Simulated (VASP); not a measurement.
# PtSe2 (C2/m) in VASP: notebook, part 2 of 2

VASP 6.6.1. The steps go on from the part before.

## 4. Single point, PBEsol+D3(BJ) (normal strain along x +0.1500, normal strain along y +0.0000)

File INCAR:

```
PREC = Accurate ; ENCUT = 520
EDIFF = 1E-7 ; ISMEAR = 0
SIGMA = 0.15 ; LREAL = False
LASPH = True ; NELM = 60
ALGO = Normal ; ISIF = 2
LWAVE = False ; LCHARG = False
GGA = PS ; IVDW = 12
NBANDS = 18
```

File KPOINTS:

```
Automatic mesh
0
Gamma
  12 12 8
```

File POSCAR:

```
PtSe2
1.0
    4.2996942953      0.0000000000      0.0000000000
   -2.1498471476      3.2379517289      0.0000000000
    0.0000000000      0.0000000000      4.6296715343
Pt Se
1 2
Direct
    0.0000000000      0.0000000000      0.0000000000
    0.3333333333      0.6666666667      0.2721511594
    0.6666666667      0.3333333333      0.7278488406
```

Potentials or basis: VASP PAW PBE potentials, release 64 (Pt, Se).

On the command line:

```bash
$ cat potpaw_PBE.64/Pt/POTCAR potpaw_PBE.64/Se/POTCAR > POTCAR
$ mpirun -np 1 vasp_std > vasp.out
```

OUTCAR:

```text
PREC = Accurate
   ENCUT = 520
   EDIFF = 1E-7
   ISMEAR = 0
   LREAL = False
   LASPH = True
   NELM = 60
   ISIF = 2
   GGA = PS
   IVDW = 12
 IVDW          = 12

 ion  position               nearest neighbor table
   1  0.000  0.000  0.000-   2 2.50   3 2.50   3 2.72   2 2.72   3 2.72   2 2.72
   2  0.333  0.667  0.272-   1 2.50   1 2.72   1 2.72
   3  0.667  0.333  0.728-   1 2.50   1 2.72   1 2.72

  Warning from LATTYP: Monoclinic adjustment (A1->A3, A2->A1, A3->A2)!
  LATTYP: Found a base centered orthorhombic cell.
 ALAT       =     4.2996942953
 B/A-ratio  =     1.5061311370
 C/A-ratio  =     1.0767443489

  Lattice vectors:

 A1 = (   2.1498471476,  -3.2379517289,   0.0000000000)
 A2 = (   2.1498471477,   3.2379517289,   0.0000000000)
 A3 = (   0.0000000000,   0.0000000000,   4.6296715343)

Analysis of symmetry for initial positions (statically):
=====================================================================
 Subroutine PRICEL returns:
 Original cell was already a primitive cell.

 Routine SETGRP: Setting up the symmetry group for a
 base centered orthorhombic supercell.

 Subroutine GETGRP returns: Found  4 space group operations
 (whereof  4 operations were pure point group operations)
 out of a pool of  8 trial point group operations.

The static configuration has the point symmetry C_2h.

Analysis of symmetry for dynamics (positions and initial velocities):
=====================================================================
 Subroutine PRICEL returns:
 Original cell was already a primitive cell.

 Routine SETGRP: Setting up the symmetry group for a
 base centered orthorhombic supercell.

 Subroutine GETGRP returns: Found  4 space group operations
 (whereof  4 operations were pure point group operations)
 out of a pool of  8 trial point group operations.

The dynamic configuration has the point symmetry C_2h.

 Subroutine INISYM returns: Found  4 space group operations
 (whereof  4 operations are pure point group operations),
 and found     1 'primitive' translations
[... 116 lines left out ...]
     AMIX     =   0.40;   BMIX     =  1.00
     AMIX_MAG =   1.60;   BMIX_MAG =  1.00
  volume/ion in A,a.u.               =      21.49       144.99
  Fermi-wavevector in a.u.,A,eV,Ry     =   1.144097  2.162031 17.809468  1.308959
  Thomas-Fermi vector in A             =   2.280791
   LORBIT       =      0    0 simple, 1 ext, 2 COOP (PROOUT), +10 PAW based schemes
   GGA     = PS    functional components
   LHFCALC =     F    Hartree Fock is set to
   AEXX    =    0.0000 exact exchange contribution
   IVDW    =    12    specifies the selected vdW correction
   LEPSILON=     F    determine dielectric tensor
   LRPA    =     F    only Hartree local field effects (RPA)
 non-spin polarized calculation
 Gauss-broadening in eV      SIGMA  =   0.15
  energy-cutoff  :      520.00
  volume of cell :       64.46
 maximum number of plane-waves:      1752
   NGX = 15   NGY = 15   NGZ = 17

 number of electron      21.9999997 magnetization

 Free energy of the ion-electron system (eV)
  ---------------------------------------------------
  ext. energy  EPLUGINS =         0.00000000
  ---------------------------------------------------
  free energy    TOTEN  =       -15.27755843 eV

  energy without entropy =      -15.26573385  energy(sigma->0) =      -15.27164614

 E-fermi :   5.2401     XC(G=0): -10.6401

 val. band max:        5.2377028655   @ k =   0.0000  -0.0833   0.1250
 cond. band min:       5.2415687716   @ k =  -0.3333   0.0000   0.3750
 fundamental gap:      0.0038659061
 Fermi energy:         5.2401092109

 k-point     1 :       0.0000    0.0000    0.0000
  band No.  band energies     occupation
      1      -9.5747      2.00000
      2      -6.6356      2.00000
      3      -0.7143      2.00000
      4      -0.0783      2.00000
      5      -0.0696      2.00000
      6       2.1949      2.00000
[... 481 lines left out ...]
      5       1.0037      2.00000
      6       1.3051      2.00000
[... 10 lines left out ...]
     17      13.8318      0.00000
     18      14.5762      0.00000

 [... further k-points ...]

------------------------ aborting loop because EDIFF is reached ----------------------------------------

 Edisp (eV)   -1.20807

 E8    (eV) :    -0.7860

  FORCE on cell =-STRESS in cart. coord.  units (eV):
  Direction    XX          YY          ZZ          XY          YZ          ZX
  --------------------------------------------------------------------------------------
  -------------------------------------------------------------------------------------
  Total      -9.92490    -3.76292    -3.35203    -0.00000     1.29553     0.00000
  in kB    -246.70527   -93.53569   -83.32218    -0.00000    32.20328     0.00000
  external pressure =     -141.19 kB  Pullay stress =        0.00 kB

 VOLUME and BASIS-vectors are now :
 -----------------------------------------------------------------------------
  energy-cutoff  :      520.00
  volume of cell :       64.46
      direct lattice vectors                 reciprocal lattice vectors
     4.299694295  0.000000000  0.000000000     0.232574674  0.154418608  0.000000000
    -2.149847148  3.237951729  0.000000000     0.000000000  0.308837217  0.000000000
     0.000000000  0.000000000  4.629671534     0.000000000  0.000000000  0.215998045

 POSITION                                       TOTAL-FORCE (eV/Angst)
 -----------------------------------------------------------------------------------
      0.00000      0.00000      0.00000         0.000000      0.000000     -0.000000
     -0.00000      2.15863      1.25997         0.000000      0.086685     -0.865229
      2.14985      1.07932      3.36970        -0.000000     -0.086685      0.865229
 -----------------------------------------------------------------------------------
    total drift:                               -0.000000     -0.000000      0.000000

  FREE ENERGIE OF THE ION-ELECTRON SYSTEM (eV)
  ---------------------------------------------------
  free  energy   TOTEN  =       -16.4856267660 eV

  energy  without entropy=      -16.4738021865  energy(sigma->0) =      -16.47971448
```

Wall time 5.8 min (1 thread of Intel Xeon 8259CL, shared host); peak memory 0.48 GiB.

What came out:

- Free energy: -16.4856 eV
- Pressure: -14.1 GPa
- Largest force: 0.870 eV/Å
- Band gap on the k mesh: zero (bands 11 and 12 overlap by 0.90 eV)
- Dispersion energy per atom: -0.403 eV

Forces in eV/Å, atoms in the order of the input:
```
Pt   0.000  0.000  0.000
Se   0.000  0.087 -0.865
Se   0.000 -0.087  0.865
```

Stress tensor (GPa, compression positive):
```
-24.67   0.00   0.00
  0.00  -9.35   3.22
  0.00   3.22  -8.33
```

Caveat: the cell differs from its parent crystal (normal strain along x +0.1500, normal strain along y +0.0000); the cell stands under tension; the PAW data sets were made with another functional, which shifts forces and pressure a little; spin-orbit coupling is left out, which moves the levels of the heavy elements.

## 5. Single point, PBEsol+D3(BJ) (normal strain along x +0.0750, normal strain along y +0.1500)

File INCAR:

```
PREC     = Accurate       # precision mode
ENCUT    = 520            # plane-wave cutoff, eV
EDIFF    = 1E-6           # SCF threshold, eV
ISMEAR   = 0              # smearing method
SIGMA    = 0.15           # smearing width, eV
LREAL    = F              # projectors in reciprocal space
LASPH    = T              # aspherical terms in the spheres
NELM     = 100            # most SCF steps
ALGO     = Normal         # electronic algorithm
ISIF     = 2              # what is computed and relaxed
LWAVE    = F              # write WAVECAR
LCHARG   = F              # write CHGCAR
GGA      = PS             # functional
IVDW     = 12             # dispersion correction
NBANDS   = 18             # bands
```

File KPOINTS:

```
regular mesh
0
Gamma
  12 12 8
```

File POSCAR:

```
PtSe2
1.0
    4.0192794499      0.0000000000      0.0000000000
   -2.0096397250      3.7236444882      0.0000000000
    0.0000000000      0.0000000000      4.6296715343
Pt Se
1 2
Direct
    0.0000000000      0.0000000000      0.0000000000
    0.3333333333      0.6666666667      0.2721511594
    0.6666666667      0.3333333333      0.7278488406
```

On the command line:

```bash
$ cat potpaw_PBE.64/Pt/POTCAR potpaw_PBE.64/Se/POTCAR > POTCAR
$ mpirun -np 1 vasp_std > vasp.out
```

Wall time 5.9 min (1 thread of Intel Xeon 8259CL, shared host); peak memory 0.5 GiB.

It converged, with:

* Free energy: -16.0209 eV
* Pressure: -19.3 GPa
* Largest force: 1.237 eV/Å
* Band gap on the k mesh: zero (bands 11 and 12 overlap by 0.73 eV)
* Dispersion energy per atom: -0.374 eV

Forces on the atoms (eV/Å):
```
Pt   0.000  0.000  0.000
Se   0.000  0.163 -1.227
Se   0.000 -0.163  1.227
```

Stress tensor (GPa, compression positive):
```
-20.71   0.00   0.00
  0.00 -25.58   0.15
  0.00   0.15 -11.61
```

Levels at points of the mesh, in eV from the Fermi level:
```tsv
k point	band 7	band 8	band 9	band 10	band 11	band 12	band 13	band 14	band 15	band 16
(0.00, 0.00, 0.00)	-2.45	-1.55	-0.86	-0.63	0.62	0.75	0.84	2.76	3.77	6.79
(0.50, 0.00, 0.00)	-2.59	-2.39	-2.31	-2.17	-2.16	0.45	2.20	4.33	6.39	7.23
(0.00, 0.50, 0.00)	-2.88	-2.39	-2.30	-2.22	-2.15	0.36	2.37	4.87	6.94	7.24
(0.00, 0.00, 0.50)	-2.53	-2.16	-1.58	-1.49	-1.46	1.80	2.03	5.05	5.11	5.90
(0.50, 0.00, 0.50)	-2.38	-2.17	-2.04	-1.99	-0.57	0.43	0.91	4.68	5.46	9.30
(0.00, 0.50, 0.50)	-2.36	-2.23	-2.13	-1.69	-0.35	0.60	0.91	4.59	5.50	9.33
```

Caveat: the cell differs from its parent crystal (normal strain along x +0.0750, normal strain along y +0.1500); the cell stands under tension; the PAW data sets were made with another functional, which shifts forces and pressure a little; spin-orbit coupling is left out, which moves the levels of the heavy elements.

## 6. The runs side by side

| cell | gap on the mesh (eV) | pressure (GPa) | largest force (eV/Å) |
| --- | --- | --- | --- |
| a = 4.019, b = 3.811, c = 4.630 Å, angles 90.0, 90.0, 121.8°, 3 atoms | none | -9.2 | 0.59 |
| a = 3.739, b = 4.167, c = 4.630 Å, angles 90.0, 90.0, 116.7°, 3 atoms | none | -14.4 | 0.91 |
| a = 4.300, b = 3.887, c = 4.630 Å, angles 90.0, 90.0, 123.6°, 3 atoms | none | -14.1 | 0.87 |
| a = 4.019, b = 4.231, c = 4.630 Å, angles 90.0, 90.0, 118.4°, 3 atoms | none | -19.3 | 1.24 |

Alike in all rows: task single point; level PBEsol+D3(BJ); potentials or basis VASP PAW PBE potentials, release 64 (Pt, Se); no spin polarisation; k mesh 12 × 12 × 8; cutoff (eV) 520; smearing gaussian 0.15 eV.

Caveats: the cell stands under tension; the PAW data sets were made with another functional, which shifts forces and pressure a little; spin-orbit coupling is left out, which moves the levels of the heavy elements.

Absolute energies hang on the potentials; compare differences alone.
